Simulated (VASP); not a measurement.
B, 12 atoms in the cell. The structure is trigonal, space group R-3m (No. 166). The conventional cell has a = 4.898 Å, b = 4.898 Å, c = 12.514 Å, α = 90.00°, β = 90.00°, γ = 120.00°. Within 2.2 Å of B (site symmetry m) lie 6 B at 1.67 to 1.80 Å. Within 2.4 Å of B (site symmetry m) lie 7 B at 1.77 to 2.01 Å. 

* Program: VASP 6.6.1
* Task: single point
* Functional: r2SCAN
* Potentials or basis: VASP PAW PBE potentials, release 64 (B)
* Cutoff: 520 eV
* k mesh: 9 × 9 × 9
* Occupations: gaussian, width 0.02 eV
* Spin: no spin polarisation
* Dipole correction: no
* Further INCAR settings: ALGO = Normal; EDIFF = 1e-06; NBANDS = 30

Potentials or basis: VASP PAW PBE potentials, release 64 (B).

Run with:

```sh
$ cat potpaw_PBE.64/B/POTCAR > POTCAR
$ cp INCAR.step1 INCAR
$ mpirun -np 1 vasp_std > vasp.out
$ cp INCAR.step2 INCAR
$ mpirun -np 1 vasp_std > vasp.out
```

Hardware: 1 thread of AMD EPYC 7R43 64-Core Processor (Zen 3), on a shared host.

**Question.** How long does it take, and how much memory?

**Answer.** It took 13 min on 1 thread of AMD EPYC 7R43 64-Core Processor (Zen 3), on a shared host, peak memory 0.3 GiB. Counts: k points 85.
